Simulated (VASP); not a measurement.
Here is a VASP 6.6.1 calculation.

Contents of INCAR:

```
SYSTEM = Si
PREC = Accurate
ENCUT = 520
EDIFF = 1E-6
ISMEAR = 0
SIGMA = 0.03
LREAL = .FALSE.
LASPH = .TRUE.
NELM = 100
ALGO = Normal
ISIF = 2
LWAVE = .FALSE.
LCHARG = .FALSE.
NBANDS = 16
```

File KPOINTS:

```
Automatic mesh
0
G
  12 12 6
  0 0 0
```

The input POSCAR:

```
Si
1.0
    3.5355671602     -0.0507524963      0.0000000000
   -1.8117365313      3.5481970502      0.0000000000
    0.0000000000      0.0000000000      6.2886938331
Si
4
Direct
    0.3333333333      0.6666666667      0.0630360460
    0.6666666667      0.3333333333      0.5630360460
    0.3333333333      0.6666666667      0.4369639540
    0.6666666667      0.3333333333      0.9369639540
```

Potentials or basis: VASP PAW LDA potentials, release 64 (Si).

Command:

```bash
$ cat potpaw_LDA.64/Si/POTCAR > POTCAR
$ mpirun -np 1 vasp_std > vasp.out
```

What does it give for the pressure?

1.6 GPa.

Estimate the band gap on the k mesh.

zero (bands 8 and 9 overlap by 0.62 eV).

Predict the largest force.

1.074 eV/Å.

Forces on the atoms (eV/Å):
```
Si   0.352  1.000  0.169
Si  -0.352 -1.000  0.169
Si   0.352  1.000 -0.169
Si  -0.352 -1.000 -0.169
```

Caveat: the cell differs from its parent crystal (engineering shear strain xy -0.0267, strain +e along x and -e along y -0.0700); the stress differs along the axes, from -10 to 14 GPa; semilocal functionals underestimate gaps, and a narrow one can read as zero; forces of over 1 eV/Å act on the atoms, so gaps and moduli don't describe the material at rest.
